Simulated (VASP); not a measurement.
Runs of VASP 6.6.1 on WC3. The structure is that of space group Pmm2 (No. 25), or close to it. The cells are those of the table. 

```csv
task,potentials or basis,cell,k mesh,cutoff (eV),second run,gap on the mesh (eV),pressure (GPa),relaxed volume (Å³/atom),largest force (eV/Å)
single point,"VASP PAW PBE potentials, release 64 (W_sv, C_h)","a = 3.729, b = 2.858, c = 3.777 Å, 4 atoms",4 × 6 × 6,910,hard_potentials,none,0.4,-,0.08
relaxation of cell and atoms,"VASP PAW PBE potentials, release 64 (W_sv, C)","relaxed from a = 2.858, b = 3.729, c = 3.777 Å, 4 atoms",6 × 6 × 6,600,-,none,-0.1,10.09,0.03
single point,"VASP PAW PBE potentials, release 64 (W_sv, C)","a = 3.729, b = 2.858, c = 3.777 Å, 4 atoms",4 × 6 × 6,520,-,none,0.7,-,(b)
relaxation of cell and atoms,"VASP PAW PBE potentials, release 64 (W_sv, C)","relaxed from a = 2.863, b = 3.722, c = 3.776 Å, 4 atoms",16 × 12 × 12,600,-,none,0.0,10.09,-
single point,"VASP PAW PBE potentials, release 64 (W_sv, C)","a = 2.863, b = 3.722, c = 3.776 Å, 4 atoms",6 × 6 × 6,520,-,none,0.8,-,(a)
```

Alike in all rows: level PBE; no spin polarisation; smearing gaussian 0.1 eV.

Problem. Estimate the missing entries.

Solution. (a) 0.06; (b) 0.07.

Caveats: some runs use coarse meshes; spin-orbit coupling is left out, which moves the levels of the heavy elements; the cutoff is under 1.25 times the usual one of these potentials, so pressure, stress and relaxed cells hold a basis-set (Pulay) error (some runs).

A k mesh can miss the band edges, and the runs leave out spin-orbit coupling on W.

A gap of «none» marks levels without a gap at the run's occupations.
